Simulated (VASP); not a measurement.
# Ge (Fd-3m) in VASP: further runs, part 2 of 2

VASP 6.6.1.

### 3 Single point, PBE

This run uses another cell than the first one, of 22.07 Å³/atom, 1.026 times its volume.

INCAR

```
SYSTEM = Ge
PREC = Accurate ; ENCUT = 520
EDIFF = 1E-6 ; ISMEAR = -1
SIGMA = 0.05 ; LREAL = .False.
LASPH = .True. ; NELM = 80
ALGO = Normal ; ISIF = 2
LWAVE = .False. ; LCHARG = .False.
GGA = PE ; NBANDS = 21
```

KPOINTS

```
Automatic mesh
0
Gamma
  6 6 6
  0 0 0
```

POSCAR

```
Ge
1.0
    0.0000000000      2.8051365231      2.8051365231
    2.8051365231      0.0000000000      2.8051365231
    2.8051365231      2.8051365231      0.0000000000
Ge
2
Direct
    0.0000000000      0.0000000000      0.0000000000
    0.2500000000      0.2500000000      0.2500000000
```

Potentials or basis: VASP PAW PBE potentials, release 64 (Ge_d).

Command:

```sh
cat potpaw_PBE.64/Ge_d/POTCAR > POTCAR
mpirun -np 1 vasp_std > vasp.out
```

Run time: 21 s. Hardware: 1 thread of Intel Xeon Platinum 8259CL at 2.50GHz (Skylake/Cascade Lake), shared host; peak memory 0.16 GiB.

The run converged. Its results:

| Quantity | Value |
| --- | --- |
| Free energy | -8.9334 eV |
| Pressure | 5.5 GPa |
| Band gap on the k mesh | 0.26 eV, indirect (least direct gap 0.27 eV) |

Levels at points of the mesh, in eV from the valence-band top:
```csv
k point,band 12,band 13,band 14,band 15,band 16,band 17
"(0.00, 0.00, 0.00)",0.00,0.00,0.00,0.27,2.56,2.56
"(0.50, 0.00, 0.00)",-7.72,-1.45,-1.45,0.26,3.76,3.76
"(0.50, 0.50, 0.00)",-8.98,-3.17,-3.17,0.72,0.72,9.73
```

A k mesh can miss the band edges.

### 4 Single point, PBE

This run uses another cell than the first one, of 22.64 Å³/atom, 1.053 times its volume.

INCAR

```
SYSTEM = Ge
ALGO = Normal
EDIFF = 1E-6
ENCUT = 520
GGA = PE
ISIF = 2
ISMEAR = -1
LASPH = .TRUE.
LCHARG = .FALSE.
LREAL = .FALSE.
LWAVE = .FALSE.
NBANDS = 21
NELM = 100
PREC = Accurate
SIGMA = 0.05
```

KPOINTS

```
k-points
0
G
  6 6 6
  0 0 0
```

POSCAR

```
Ge
1.0
    0.0000000000      2.8289100000      2.8289100000
    2.8289100000      0.0000000000      2.8289100000
    2.8289100000      2.8289100000      0.0000000000
Ge
2
Direct
    0.0000000000      0.0000000000      0.0000000000
    0.2500000000      0.2500000000      0.2500000000
```

Potentials or basis: VASP PAW PBE potentials, release 64 (Ge_d).

Command:

```sh
cat potpaw_PBE.64/Ge_d/POTCAR > POTCAR
mpirun -np 1 vasp_std > vasp.out
```

OUTCAR:

```text
SYSTEM = Ge
   EDIFF = 1E-6
   ENCUT = 520
   GGA = PE
   ISIF = 2
   ISMEAR = -1
   LASPH = .TRUE.
   LREAL = .FALSE.
   NELM = 100
   PREC = Accurate

 ion  position               nearest neighbor table
   1  0.000  0.000  0.000-   2 2.45   2 2.45   2 2.45   2 2.45
   2  0.250  0.250  0.250-   1 2.45   1 2.45   1 2.45   1 2.45

  LATTYP: Found a face centered cubic cell.
 ALAT       =     5.6578200000

  Lattice vectors:

 A1 = (   0.0000000000,   2.8289100000,   2.8289100000)
[... 561 lines left out ...]
------------------------ aborting loop because EDIFF is reached ----------------------------------------

  FORCE on cell =-STRESS in cart. coord.  units (eV):
  Direction    XX          YY          ZZ          XY          YZ          ZX
  --------------------------------------------------------------------------------------
  -------------------------------------------------------------------------------------
  Total        1.0061411      1.0061411      1.0061411      0.0000000      0.0000000     -0.0000000
  in kB       35.6026311     35.6026311     35.6026311      0.0000000      0.0000000     -0.0000000
  external PRESSURE =      35.6026311 kB  Pullay stress =       0.0000000 kB

 VOLUME and BASIS-vectors are now :
 -----------------------------------------------------------------------------
  energy-cutoff  :      520.00
  volume of cell :       45.28
      direct lattice vectors                 reciprocal lattice vectors
     0.000000000  2.828910000  2.828910000    -0.176746521  0.176746521  0.176746521
     2.828910000  0.000000000  2.828910000     0.176746521 -0.176746521  0.176746521
     2.828910000  2.828910000  0.000000000     0.176746521  0.176746521 -0.176746521

 POSITION                                       TOTAL-FORCE (eV/Angst)
 -----------------------------------------------------------------------------------
      0.00000      0.00000      0.00000        -0.000000     -0.000000     -0.000000
      1.41446      1.41446      1.41446         0.000000      0.000000      0.000000
 -----------------------------------------------------------------------------------
    total drift:                                0.000000     -0.000000      0.000000

  FREE ENERGIE OF THE ION-ELECTRON SYSTEM (eV)
  ---------------------------------------------------
  free  energy   TOTEN  =        -8.9656565995 eV

  energy  without entropy=       -8.9640665364  energy(sigma->0) =       -8.96486157
```

OSZICAR:

```text
N       E                     dE             d eps       ncg     rms          rms(c)
DAV:   1     0.189408310456E+03    0.18941E+03   -0.14670E+04   749   0.362E+03
DAV:   2     0.192825384456E+02   -0.17013E+03   -0.16427E+03   677   0.624E+02
DAV:   3    -0.812093731130E+01   -0.27403E+02   -0.27239E+02   762   0.146E+02
DAV:   4    -0.904012594701E+01   -0.91919E+00   -0.91858E+00   742   0.311E+01
DAV:   5    -0.905566991194E+01   -0.15544E-01   -0.15544E-01   757   0.442E+00    0.323E+00
DAV:   6    -0.899506873133E+01    0.60601E-01   -0.22279E-02   755   0.142E+00    0.192E+00
DAV:   7    -0.896364578898E+01    0.31423E-01   -0.50059E-02   755   0.199E+00    0.151E-01
DAV:   8    -0.896549041745E+01   -0.18446E-02   -0.61970E-03   732   0.952E-01    0.446E-02
DAV:   9    -0.896563363430E+01   -0.14322E-03   -0.21546E-04   775   0.204E-01    0.163E-02
DAV:  10    -0.896565488777E+01   -0.21253E-04   -0.45583E-05   737   0.823E-02    0.645E-03
DAV:  11    -0.896565651083E+01   -0.16231E-05   -0.70967E-06   784   0.448E-02    0.178E-03
DAV:  12    -0.896565659950E+01   -0.88678E-07   -0.17854E-07   469   0.672E-03
   1 F= -.89656566E+01 E0= -.89648616E+01  d E =-.159006E-02
```

Wall time 19 s (1 thread of Intel Xeon Platinum 8259CL at 2.50GHz (Skylake/Cascade Lake), shared host); peak memory 0.16 GiB.

Results:

```
Free energy : -8.9657 eV
Pressure    : 3.6 GPa
```

### 5 Summary

```tsv
cell	gap on the mesh (eV)	pressure (GPa)
a = 3.933 Å, angles 60.0°, 2 atoms	0.35	7.9
a = 3.967 Å, angles 60.0°, 2 atoms	0.26	5.5
a = 4.001 Å, angles 60.0°, 2 atoms	-	3.6
```

Alike in all rows: task single point; level PBE; potentials or basis VASP PAW PBE potentials, release 64 (Ge_d); no spin polarisation; k mesh 6 × 6 × 6; cutoff (eV) 520; smearing fermi-dirac 0.05 eV.

Absolute energies hang on the potentials; compare differences alone.
